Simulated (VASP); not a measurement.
# Sn3Se (Pm-3m) in VASP: notebook, part 2 of 2

VASP 6.6.1. Earlier steps stand in the parts before.

**4. Single point, PBEsol+D4**

This run uses another cell than the first one, of 24.52 Å³/atom, 1.018 times its volume.

INCAR reads:

```
PREC = Accurate ; ENCUT = 520
EDIFF = 1E-6 ; ISMEAR = -1
SIGMA = 0.05 ; LREAL = F
LASPH = T ; NELM = 80
ALGO = Normal ; ISIF = 2
LWAVE = F ; LCHARG = F
GGA = PS ; IVDW = 13
NBANDS = 32
```

KPOINTS reads:

```
Automatic mesh
0
Gamma
  6 6 6
```

POSCAR reads:

```
Sn3Se
1.0
    4.6117981064      0.0000000000      0.0000000000
    0.0000000000      4.6117981064      0.0000000000
    0.0000000000      0.0000000000      4.6117981064
Sn Se
3 1
Direct
    0.5000000000      0.5000000000      0.0000000000
    0.5000000000      0.0000000000      0.5000000000
    0.0000000000      0.5000000000      0.5000000000
    0.0000000000      0.0000000000      0.0000000000
```

Potentials or basis: VASP PAW PBE potentials, release 64 (Sn_d, Se).

Started as:

```sh
cat potpaw_PBE.64/Sn_d/POTCAR potpaw_PBE.64/Se/POTCAR > POTCAR
mpirun -np 1 vasp_std > vasp.out
```

OUTCAR:

```text
PREC = Accurate
   ENCUT = 520
   EDIFF = 1E-6
   ISMEAR = -1
   LREAL = F
   LASPH = T
   NELM = 80
   ISIF = 2
   GGA = PS
   IVDW = 13

 ion  position               nearest neighbor table
   1  0.500  0.500  0.000-   2 3.26   3 3.26   4 3.26   2 3.26   3 3.26   2 3.26   4 3.26   2 3.26
                             3 3.26   4 3.26   3 3.26   4 3.26
   2  0.500  0.000  0.500-   1 3.26   3 3.26   4 3.26   1 3.26   4 3.26   1 3.26   3 3.26   1 3.26
                             3 3.26   4 3.26   4 3.26   3 3.26
   3  0.000  0.500  0.500-   1 3.26   2 3.26   4 3.26   1 3.26   4 3.26   2 3.26   4 3.26   4 3.26
                             1 3.26   2 3.26   1 3.26   2 3.26
   4  0.000  0.000  0.000-   1 3.26   2 3.26   3 3.26   2 3.26   3 3.26   1 3.26   3 3.26   3 3.26
                             1 3.26   2 3.26   2 3.26   1 3.26

  LATTYP: Found a simple cubic cell.
 ALAT       =     4.6117981064

  Lattice vectors:

 A1 = (   4.6117981064,   0.0000000000,   0.0000000000)
 A2 = (   0.0000000000,   4.6117981064,   0.0000000000)
 A3 = (   0.0000000000,   0.0000000000,   4.6117981064)

Analysis of symmetry for initial positions (statically):
=====================================================================
 Subroutine PRICEL returns:
 Original cell was already a primitive cell.

 Routine SETGRP: Setting up the symmetry group for a
 simple cubic supercell.

 Subroutine GETGRP returns: Found 48 space group operations
 (whereof 48 operations were pure point group operations)
 out of a pool of 48 trial point group operations.

The static configuration has the point symmetry O_h .

Analysis of symmetry for dynamics (positions and initial velocities):
=====================================================================
 Subroutine PRICEL returns:
 Original cell was already a primitive cell.

 Routine SETGRP: Setting up the symmetry group for a
 simple cubic supercell.

 Subroutine GETGRP returns: Found 48 space group operations
 (whereof 48 operations were pure point group operations)
 out of a pool of 48 trial point group operations.

[... 120 lines left out ...]
  volume/ion in A,a.u.               =      24.52       165.48
  Fermi-wavevector in a.u.,A,eV,Ry     =   1.290085  2.437907 22.644435  1.664319
  Thomas-Fermi vector in A             =   2.421938
   LORBIT       =      0    0 simple, 1 ext, 2 COOP (PROOUT), +10 PAW based schemes
   GGA     = PS    functional components
   LHFCALC =     F    Hartree Fock is set to
   AEXX    =    0.0000 exact exchange contribution
   IVDW    =    13    specifies the selected vdW correction
   LEPSILON=     F    determine dielectric tensor
   LRPA    =     F    only Hartree local field effects (RPA)
 non-spin polarized calculation
  energy-cutoff  :      520.00
  volume of cell :       98.09
 maximum number of plane-waves:      2680
 NGX is ok and might be reduce to    36
   NGX = 17   NGY = 17   NGZ = 17

 number of electron      48.0000009 magnetization

 Free energy of the ion-electron system (eV)
  ---------------------------------------------------
  ext. energy  EPLUGINS =         0.00000000
  ---------------------------------------------------
  free energy    TOTEN  =       -16.56421570 eV

  energy without entropy =      -16.54213798  energy(sigma->0) =      -16.55317684

 E-fermi :   8.0554     XC(G=0): -10.7067

 val. band max:        8.0533597916   @ k =   0.5000   0.5000   0.0000
 cond. band min:       8.1326155198   @ k =   0.5000   0.5000   0.0000
 fundamental gap:      0.0792557282
 Fermi energy:         8.0554329613

 k-point     1 :       0.0000    0.0000    0.0000
  band No.  band energies     occupation
      1     -13.6471      2.00000
      2     -13.6471      2.00000
      3     -13.6471      2.00000
      4     -13.5987      2.00000
      5     -13.5987      2.00000
      6     -13.5938      2.00000
[... 689 lines left out ...]
     31      14.7476      0.00000
     32      15.4613      0.00000

------------------------ aborting loop because EDIFF is reached ----------------------------------------

  DFT-D4 for vdW energy calculation

  Edisp (eV):   -1.03707

  FORCE on cell =-STRESS in cart. coord.  units (eV):
  Direction    XX          YY          ZZ          XY          YZ          ZX
  --------------------------------------------------------------------------------------
  -------------------------------------------------------------------------------------
  Total      -0.02680    -0.02680    -0.02680     0.00000     0.00000     0.00000
  in kB      -0.43776    -0.43776    -0.43776     0.00000     0.00000     0.00000
  external pressure =       -0.44 kB  Pullay stress =        0.00 kB

 VOLUME and BASIS-vectors are now :
 -----------------------------------------------------------------------------
  energy-cutoff  :      520.00
  volume of cell :       98.09
      direct lattice vectors                 reciprocal lattice vectors
     4.611798106  0.000000000  0.000000000     0.216835164  0.000000000  0.000000000
     0.000000000  4.611798106  0.000000000     0.000000000  0.216835164  0.000000000
     0.000000000  0.000000000  4.611798106     0.000000000  0.000000000  0.216835164

 POSITION                                       TOTAL-FORCE (eV/Angst)
 -----------------------------------------------------------------------------------
      2.30590      2.30590      0.00000         0.000000      0.000000      0.000000
      2.30590      0.00000      2.30590         0.000000      0.000000      0.000000
      0.00000      2.30590      2.30590         0.000000      0.000000      0.000000
      0.00000      0.00000      0.00000         0.000000      0.000000      0.000000
 -----------------------------------------------------------------------------------
    total drift:                                0.000000      0.000000      0.000000

  FREE ENERGIE OF THE ION-ELECTRON SYSTEM (eV)
  ---------------------------------------------------
  free  energy   TOTEN  =       -17.6012882760 eV

  energy  without entropy=      -17.5792105481  energy(sigma->0) =      -17.59024941
```

stdout:

```text
POSCAR found type information on POSCAR SnSe
 POSCAR found :  2 types and       4 ions
 scaLAPACK will be used
 -----------------------------------------------------------------------------
|                                                                             |
|                                                                             |
|     You enforced a specific xc type in the INCAR file but a different       |
|     I HOPE YOU KNOW WHAT YOU ARE DOING!                                     |
|                                                                             |
 -----------------------------------------------------------------------------

 LDA part: xc-table for (Slater+PW92), standard interpolation
 POSCAR, INCAR and KPOINTS ok, starting setup
 FFT: planning ... GRIDC
 FFT: planning ... GRID_SOFT
 FFT: planning ... GRID
 WAVECAR not read
 entering main loop
```

Wall time 18 s (1 thread of Intel Xeon 6975P-C (Granite Rapids), shared host); peak memory 0.22 GiB.

What came out:

* Free energy: -17.6013 eV
* Pressure: 0.0 GPa
* Band gap on the k mesh: zero (band 24 reaches 10.31 eV, above the bottom of band 25 at 7.72 eV)
* Dispersion energy per atom: -0.259 eV

Levels at points of the mesh, in eV from the Fermi level:
```csv
k point,band 22,band 23,band 24,band 25,band 26,band 27
"(0.00, 0.00, 0.00)",-4.71,-0.02,-0.02,-0.02,2.44,2.44
"(0.50, 0.00, 0.00)",-2.01,-1.98,-1.98,-0.32,2.22,2.40
"(0.50, 0.50, 0.00)",-1.99,-1.99,-0.52,0.00,0.00,0.08
"(0.50, 0.50, 0.50)",-5.74,-5.13,2.26,2.26,2.26,6.42
```

Caveat: the PAW data sets were made with another functional, which shifts forces and pressure a little; spin-orbit coupling is left out, which moves the levels of the heavy elements; pairwise dispersion overbinds metals, which lowers pressure and volume.

**5. Overview**

| level | cell | gap on the mesh (eV) | pressure (GPa) |
| --- | --- | --- | --- |
| PBEsol+D3(BJ) | a = 4.584 Å, 4 atoms | none | 0.0 |
| PBEsol+D3(BJ) | a = 4.592 Å, 4 atoms | none | -0.3 |
| PBEsol+D4 | a = 4.612 Å, 4 atoms | none | 0.0 |

Alike in all rows: task single point; potentials or basis VASP PAW PBE potentials, release 64 (Sn_d, Se); no spin polarisation; k mesh 6 × 6 × 6; cutoff (eV) 520; smearing fermi-dirac 0.05 eV.

Caveats: the PAW data sets were made with another functional, which shifts forces and pressure a little; spin-orbit coupling is left out, which moves the levels of the heavy elements; pairwise dispersion overbinds metals, which lowers pressure and volume; three body term missing (some runs).

Absolute energies hang on the potentials; compare differences alone.
